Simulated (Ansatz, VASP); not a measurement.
**Two plane-wave programs on SrTe**

```
Sr Te
1.0
     0.00000    3.35266    3.35266
     3.35266    0.00000    3.35266
     3.35266    3.35266    0.00000
Sr Te
1 1
Direct
  0.00000 0.00000 0.00000
  0.50000 0.50000 0.50000
```

Alike in both runs: task single point; functional PBE; k mesh 6 × 6 × 6; non-collinear spin, spin-orbit coupling.

|  | VASP | Ansatz |
| --- | --- | --- |
| version | VASP 6.6.1 | Ansatz 0.2.0 |
| potentials or method | VASP PAW PBE potentials, release 64 (Sr_sv, Te) | plane waves, PAW |
| plane-wave cutoff (eV) | 500 | 420 |
| occupations | gaussian, width 0.01 eV | fixed |
| valence electrons in the cell | 16 | 26 |

|  | VASP | Ansatz | Ansatz less VASP |
| --- | --- | --- | --- |
| pressure (GPa) | 0.3 | 0.2 | -0.10 |
| net moment per atom (μB) | 0.00 | 0.00 | 0.000 |

VASP's potentials hold 16 valence electrons a cell and Ansatz's 26, so a difference there can come from the potentials and not from the codes.
